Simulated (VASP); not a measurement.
# TiO2 (I4_1/amd) in VASP: notebook

TiO2 is run at these levels: PBEsol; tasks: single point.

Everything below comes from runs of VASP 6.6.1. Logs are shortened: lines on timing, memory, paths and dates and some standing lists are left out, and cuts for length are marked.

### 1 The cell of the first run

It takes space group I4_1/amd (No. 141, tetragonal). The conventional cell has a = 3.770 Å, b = 3.770 Å, c = 9.552 Å, α = 90.00°, β = 90.00°, γ = 90.00°. Within 2.6 Å of Ti (site symmetry -4m2) lie 6 O at 1.93 to 1.98 Å. Within 2.6 Å of O (site symmetry 2mm) lie 3 Ti at 1.93 to 1.98 Å and 2 O at 2.46 Å.

### 2 Single point, PBEsol

File INCAR:

```
SYSTEM = TiO2
PREC = Accurate ; ENCUT = 520
EDIFF = 1E-6 ; ISMEAR = 0
SIGMA = 0.01 ; LREAL = .FALSE.
LASPH = .TRUE. ; NELM = 60
ALGO = Normal ; ISIF = 2
LWAVE = .FALSE. ; LCHARG = .FALSE.
GGA = PS ; NBANDS = 33
```

File KPOINTS:

```
Automatic mesh
0
G
  8 8 8
  0 0 0
```

File POSCAR:

```
TiO2
1.0
   -1.8848885704      1.8848885704      4.7758813935
    1.8848885704     -1.8848885704      4.7758813935
    1.8848885704      1.8848885704     -4.7758813935
Ti O
2 4
Direct
    0.0000000000      0.0000000000      0.0000000000
    0.7500000000      0.2500000000      0.5000000000
    0.2075272185      0.2075272185      0.0000000000
    0.9575272185      0.4575272185      0.5000000000
    0.5424727815      0.0424727815      0.5000000000
    0.7924727815      0.7924727815      0.0000000000
```

Potentials or basis: VASP PAW PBE potentials, release 64 (Ti_sv, O).

On the command line:

```sh
$ cat potpaw_PBE.64/Ti_sv/POTCAR potpaw_PBE.64/O/POTCAR > POTCAR
$ mpirun -np 1 vasp_std > vasp.out
```

OUTCAR:

```text
SYSTEM = TiO2
   PREC = Accurate
   ENCUT = 520
   EDIFF = 1E-6
   ISMEAR = 0
   LREAL = .FALSE.
   LASPH = .TRUE.
   NELM = 60
   ISIF = 2
   GGA = PS

 ion  position               nearest neighbor table
   1  0.000  0.000  0.000-   5 1.93   4 1.93   5 1.93   4 1.93   3 1.98   6 1.98
   2  0.750  0.250  0.500-   6 1.93   3 1.93   6 1.93   3 1.93   4 1.98   5 1.98
   3  0.208  0.208  0.000-   2 1.93   2 1.93   1 1.98
   4  0.958  0.458  0.500-   1 1.93   1 1.93   2 1.98
   5  0.542  0.042  0.500-   1 1.93   1 1.93   2 1.98
   6  0.792  0.792  0.000-   2 1.93   2 1.93   1 1.98

  LATTYP: Found a body centered tetragonal cell.
 ALAT       =     3.7697771408
 C/A-ratio  =     2.5337738626

  Lattice vectors:

 A1 = (  -1.8848885704,   1.8848885704,   4.7758813935)
 A2 = (   1.8848885704,  -1.8848885704,   4.7758813935)
 A3 = (   1.8848885704,   1.8848885704,  -4.7758813935)

Analysis of symmetry for initial positions (statically):
=====================================================================
 Subroutine PRICEL returns:
 Original cell was already a primitive cell.

 Routine SETGRP: Setting up the symmetry group for a
 body centered tetragonal supercell.

 Subroutine GETGRP returns: Found 16 space group operations
 (whereof  8 operations were pure point group operations)
 out of a pool of 16 trial point group operations.

The static configuration has the point symmetry D_2d.
 The point group associated with its full space group is D_4h.

Analysis of symmetry for dynamics (positions and initial velocities):
=====================================================================
 Subroutine PRICEL returns:
 Original cell was already a primitive cell.

 Routine SETGRP: Setting up the symmetry group for a
 body centered tetragonal supercell.

 Subroutine GETGRP returns: Found 16 space group operations
 (whereof  8 operations were pure point group operations)
 out of a pool of 16 trial point group operations.

The dynamic configuration has the point symmetry D_2d.
 The point group associated with its full space group is D_4h.

 Subroutine INISYM returns: Found 16 space group operations
 (whereof  8 operations are pure point group operations),
 and found     1 'primitive' translations

----------------------------------------------------------------------------------------

                                     Primitive cell

  volume of cell :      67.8711

  direct lattice vectors                    reciprocal lattice vectors
    -1.884888570  1.884888570  4.775881393     0.000000000  0.265267670  0.104692717
     1.884888570 -1.884888570  4.775881393     0.265267670  0.000000000  0.104692717
     1.884888570  1.884888570 -4.775881393     0.265267670  0.265267670  0.000000000

  length of vectors
     5.469428940  5.469428940  5.469428940     0.285179771  0.285179771  0.375145137

  position of ions in fractional coordinates (direct lattice)
     0.000000000  0.000000000  0.000000000
     0.750000000  0.250000000  0.500000000
     0.207527218  0.207527218  0.000000000
     0.957527218  0.457527218  0.500000000
     0.542472782  0.042472782  0.500000000
     0.792472782  0.792472782  0.000000000

  ion indices of the primitive-cell ions
   primitive index   ion index
                 1           1
                 2           2
                 3           3
                 4           4
                 5           5
                 6           6

----------------------------------------------------------------------------------------

 KPOINTS: Automatic mesh

Automatic generation of k-mesh.
 Grid dimensions read from file:
 generate k-points for:    8    8    8

 Generating k-lattice:

  Cartesian coordinates                     Fractional coordinates (reciprocal lattice)
     0.000000000  0.033158459  0.013086590     0.125000000  0.000000000 -0.000000000
     0.033158459  0.000000000  0.013086590     0.000000000  0.125000000 -0.000000000
     0.033158459  0.033158459  0.000000000     0.000000000  0.000000000  0.125000000

  Length of vectors
     0.035647471  0.035647471  0.046893142

  Shift w.r.t. Gamma in fractional coordinates (k-lattice)
     0.000000000  0.000000000  0.000000000

 Subroutine IBZKPT returns following result:
 ===========================================

 Found     59 irreducible k-points:

 Following reciprocal coordinates:
            Coordinates               Weight
  0.000000  0.000000  0.000000      1.000000
  0.125000  0.000000  0.000000      8.000000
  0.250000  0.000000  0.000000      8.000000
  0.375000  0.000000  0.000000      8.000000
  0.500000  0.000000  0.000000      4.000000
  0.125000  0.125000  0.000000      8.000000
[... 16 lines left out ...]
  0.250000  0.125000  0.125000     16.000000
  0.375000  0.125000  0.125000      8.000000
 [... further k-points ...]
   k-points           NKPTS =     59   k-points in BZ     NKDIM =     59   number of bands    NBANDS=     33
   number of dos      NEDOS =    301   number of ions     NIONS =      6
   total plane-waves  NPLWV =  74088
   dimension x,y,z NGX =    42 NGY =   42 NGZ =   42
   dimension x,y,z NGXF=    84 NGYF=   84 NGZF=   84
   ions per type =               2   4
   NGX,Y,Z   is equivalent  to a cutoff of  12.77, 12.77, 12.77 a.u.
   NGXF,Y,Z  is equivalent  to a cutoff of  25.53, 25.53, 25.53 a.u.
 SYSTEM =  TiO2
   PREC   = accura    normal or accurate (medium, high low for compatibility)
   ISTART =      0    job   : 0-new  1-cont  2-samecut
   ICHARG =      2    charge: 1-file 2-atom 10-const
   ISPIN  =      1    spin polarized calculation?
   LNONCOLLINEAR =      F non collinear calculations
   LSORBIT =      F    spin-orbit coupling
   LASPH  =      T    aspherical Exc in radial PAW
   ENCUT  =  520.0 eV  38.22 Ry    6.18 a.u.  10.17 10.17 10.17*2*pi/ulx,y,z
   NELM   =     60;   NELMIN=  2; NELMDL= -5     # of ELM steps
   EDIFF  = 0.1E-05   stopping-criterion for ELM
   LREAL  =      F    real-space projection
   EDIFFG = 0.1E-04   stopping-criterion for IOM
   NSW    =      0    number of steps for IOM
   IBRION =     -1    ionic relax: 0-MD 1-quasi-New 2-CG
   NFREE  =      0    steps in history (QN), initial steepest desc. (CG)
   ISIF   =      2    stress and relaxation
   ISYM   =      2    0-nonsym 1-usesym 2-fastsym
   POTIM  = 0.5000    time-step for ionic-motion
   TEBEG  =    0.0;   TEEND  =   0.0 temperature during run
   PSTRESS=    0.0 pullay stress
   NELECT =      48.0000    total number of electrons
   NUPDOWN=      -1.0000    fix difference up-down
   EMIN   =  10.00;   EMAX   =-10.00  energy-range for DOS
   EFERMI =   0.00;   METHOD = LEGACY
   ISMEAR =     0;   SIGMA  =   0.01  broadening in eV -4-tet -1-fermi 0-gaus
   EFERMI_NEDOS =   21; number of points for ismear=-14 and -15
   IALGO  =     38    algorithm
   IMIX   =      4    mixing-type and parameters
     AMIX     =   0.40;   BMIX     =  1.00
     AMIX_MAG =   1.60;   BMIX_MAG =  1.00
  volume/ion in A,a.u.               =      11.31        76.34
  Fermi-wavevector in a.u.,A,eV,Ry     =   1.458569  2.756296 28.945350  2.127423
  Thomas-Fermi vector in A             =   2.575238
   LORBIT       =      0    0 simple, 1 ext, 2 COOP (PROOUT), +10 PAW based schemes
   GGA     = PS    functional components
   LHFCALC =     F    Hartree Fock is set to
   AEXX    =    0.0000 exact exchange contribution
   IVDW    =     0    specifies the selected vdW correction
   LEPSILON=     F    determine dielectric tensor
   LRPA    =     F    only Hartree local field effects (RPA)
 non-spin polarized calculation
 Gauss-broadening in eV      SIGMA  =   0.01
  energy-cutoff  :      520.00
  volume of cell :       67.87
 maximum number of plane-waves:      1850
 NGX is ok and might be reduce to    42
   NGX = 21   NGY = 21   NGZ = 21

 number of electron      47.9999993 magnetization

 Free energy of the ion-electron system (eV)
  ---------------------------------------------------
  ext. energy  EPLUGINS =         0.00000000
  ---------------------------------------------------
  free energy    TOTEN  =       -56.21748434 eV

  energy without entropy =      -56.21748434  energy(sigma->0) =      -56.21748434

 E-fermi :   3.3933     XC(G=0): -11.0357

 val. band max:        3.2788258896   @ k =  -0.3750   0.3750   0.0000
 cond. band min:       5.4032226832   @ k =   0.0000   0.0000   0.0000
 fundamental gap:      2.1243967936
 Fermi energy:         3.3933035866

 k-point     1 :       0.0000    0.0000    0.0000
  band No.  band energies     occupation
      1     -52.7906      2.00000
      2     -52.7282      2.00000
      3     -29.3831      2.00000
      4     -29.1341      2.00000
      5     -29.1341      2.00000
      6     -29.0610      2.00000
[... 25 lines left out ...]
     32       8.6788      0.00000
     33       8.7422      0.00000

 k-point     2 :       0.1250    0.0000    0.0000
  band No.  band energies     occupation
      1     -52.7885      2.00000
      2     -52.7296      2.00000
      3     -29.3785      2.00000
      4     -29.1548      2.00000
      5     -29.1356      2.00000
      6     -29.0696      2.00000
[... 25 lines left out ...]
     32       8.8665      0.00000
     33       9.1454      0.00000

 k-point     3 :       0.2500    0.0000    0.0000
  band No.  band energies     occupation
      1     -52.7829      2.00000
      2     -52.7335      2.00000
      3     -29.3680      2.00000
      4     -29.2026      2.00000
      5     -29.1388      2.00000
      6     -29.0872      2.00000
[... 25 lines left out ...]
     32       9.2467      0.00000
     33       9.6223      0.00000

 k-point     4 :       0.3750    0.0000    0.0000
  band No.  band energies     occupation
      1     -52.7760      2.00000
      2     -52.7386      2.00000
      3     -29.3575      2.00000
      4     -29.2505      2.00000
      5     -29.1416      2.00000
      6     -29.0982      2.00000
[... 673 lines left out ...]
     32       9.9961      0.00000
     33      10.3503      0.00000

 k-point    23 :       0.2500    0.1250    0.1250
  band No.  band energies     occupation
      1     -52.7705      2.00000
      2     -52.7417      2.00000
      3     -29.3572      2.00000
      4     -29.2724      2.00000
      5     -29.1790      2.00000
      6     -29.1334      2.00000
[... 25 lines left out ...]
     32      10.0443      0.00000
     33      10.5514      0.00000

 k-point    24 :       0.3750    0.1250    0.1250
  band No.  band energies     occupation
      1     -52.7668      2.00000
      2     -52.7447      2.00000
      3     -29.3517      2.00000
      4     -29.2921      2.00000
      5     -29.1809      2.00000
      6     -29.1399      2.00000
[... 25 lines left out ...]
     32      10.0189      0.00000
     33      10.6254      0.00000

 [... further k-points ...]

------------------------ aborting loop because EDIFF is reached ----------------------------------------

  FORCE on cell =-STRESS in cart. coord.  units (eV):
  Direction    XX          YY          ZZ          XY          YZ          ZX
  --------------------------------------------------------------------------------------
  -------------------------------------------------------------------------------------
  Total        0.2942435      0.2942435      0.3311883      0.0000000      0.0000000      0.0000000
  in kB        6.9459643      6.9459643      7.8180909      0.0000000      0.0000000      0.0000000
  external PRESSURE =       7.2366732 kB  Pullay stress =       0.0000000 kB

 VOLUME and BASIS-vectors are now :
 -----------------------------------------------------------------------------
  energy-cutoff  :      520.00
  volume of cell :       67.87
      direct lattice vectors                 reciprocal lattice vectors
    -1.884888570  1.884888570  4.775881393     0.000000000  0.265267670  0.104692717
     1.884888570 -1.884888570  4.775881393     0.265267670  0.000000000  0.104692717
     1.884888570  1.884888570 -4.775881393     0.265267670  0.265267670  0.000000000

 POSITION                                       TOTAL-FORCE (eV/Angst)
 -----------------------------------------------------------------------------------
      0.00000      0.00000      0.00000         0.000000      0.000000      0.000000
      0.00000      1.88489      2.38794         0.000000      0.000000      0.000000
      0.00000      0.00000      1.98225        -0.000000      0.000000      0.019860
      0.00000      1.88489      4.37019         0.000000     -0.000000      0.019860
      0.00000      1.88489      0.40569         0.000000     -0.000000     -0.019860
      0.00000      0.00000      7.56951        -0.000000      0.000000     -0.019860
 -----------------------------------------------------------------------------------
    total drift:                                0.000000      0.000000     -0.000000

  FREE ENERGIE OF THE ION-ELECTRON SYSTEM (eV)
  ---------------------------------------------------
  free  energy   TOTEN  =       -56.2174843424 eV

  energy  without entropy=      -56.2174843424  energy(sigma->0) =      -56.21748434
```

Wall time 3 min (1 thread of AMD EPYC 9R45 (Zen 5), shared host); peak memory 0.28 GiB.

Results:

```yaml
Free_energy: -56.2175 eV
Pressure: 0.7 GPa
Largest_force: 0.020 eV/Å
Band_gap_on_the_k_mesh: 2.12 eV (least direct gap 2.42 eV)
```

Forces on the atoms (eV/Å):
```
Ti   0.000  0.000  0.000
Ti   0.000  0.000  0.000
O    0.000  0.000  0.020
O    0.000  0.000  0.020
O    0.000  0.000 -0.020
O    0.000  0.000 -0.020
```

Levels at points of the mesh, in eV from the valence-band top:
```csv
k point,band 22,band 23,band 24,band 25,band 26,band 27
"(0.00, 0.00, 0.00)",-0.74,-0.44,-0.44,2.12,2.87,4.07
"(0.50, 0.00, 0.00)",-0.93,-0.80,-0.61,3.28,3.61,3.62
"(0.50, 0.50, 0.00)",-2.06,-0.01,-0.01,3.37,3.37,3.86
"(0.50, 0.50, 0.50)",-1.23,-0.07,-0.07,2.49,2.49,3.83
```

Caveat: the PAW data sets were made with another functional, which shifts forces and pressure a little.

### 3 Single point, PBEsol

File INCAR:

```
SYSTEM = TiO2
PREC = Accurate
ENCUT = 520
EDIFF = 1E-6
ISMEAR = -1
SIGMA = 0.1
LREAL = .False.
LASPH = .True.
NELM = 60
ALGO = Normal
ISIF = 2
LWAVE = .False.
LCHARG = .False.
GGA = PS
NBANDS = 33
```

File KPOINTS:

```
regular mesh
0
Gamma
  12 12 12
  0 0 0
```

POSCAR is that of step 2.

Potentials or basis: VASP PAW PBE potentials, release 64 (Ti_sv, O).

On the command line:

```sh
$ cat potpaw_PBE.64/Ti_sv/POTCAR potpaw_PBE.64/O/POTCAR > POTCAR
$ mpirun -np 1 vasp_std > vasp.out
```

It took 7.8 min on 1 thread of AMD EPYC 9R45 (Zen 5), shared host; peak memory 0.42 GiB.

The run converged. Its results:

```yaml
Free_energy: -56.2175 eV
Pressure: 0.7 GPa
Largest_force: 0.020 eV/Å
Band_gap_on_the_k_mesh: 2.09 eV (least direct gap 2.42 eV)
```

Forces in eV/Å, atoms in the order of the input:
```
Ti   0.000  0.000  0.000
Ti   0.000  0.000  0.000
O    0.000  0.000  0.020
O    0.000  0.000  0.020
O    0.000  0.000 -0.020
O    0.000  0.000 -0.020
```

Stress tensor (GPa, compression positive):
```
0.69 0.00 0.00
0.00 0.69 0.00
0.00 0.00 0.78
```

Levels at points of the mesh, in eV from the valence-band top:
```tsv
k point	band 20	band 21	band 22	band 23	band 24	band 25	band 26	band 27	band 28	band 29
(0.00, 0.00, 0.00)	-0.79	-0.78	-0.78	-0.47	-0.47	2.09	2.84	4.04	4.04	4.06
(0.50, 0.00, 0.00)	-2.01	-1.99	-0.97	-0.84	-0.65	3.24	3.57	3.58	3.66	4.33
(0.50, 0.50, 0.00)	-2.68	-2.10	-2.10	-0.05	-0.05	3.33	3.33	3.83	3.83	4.95
(0.50, 0.50, 0.50)	-1.37	-1.27	-1.27	-0.11	-0.11	2.45	2.45	3.79	3.79	4.31
```

Caveat: the PAW data sets were made with another functional, which shifts forces and pressure a little. A k mesh can miss the band edges.
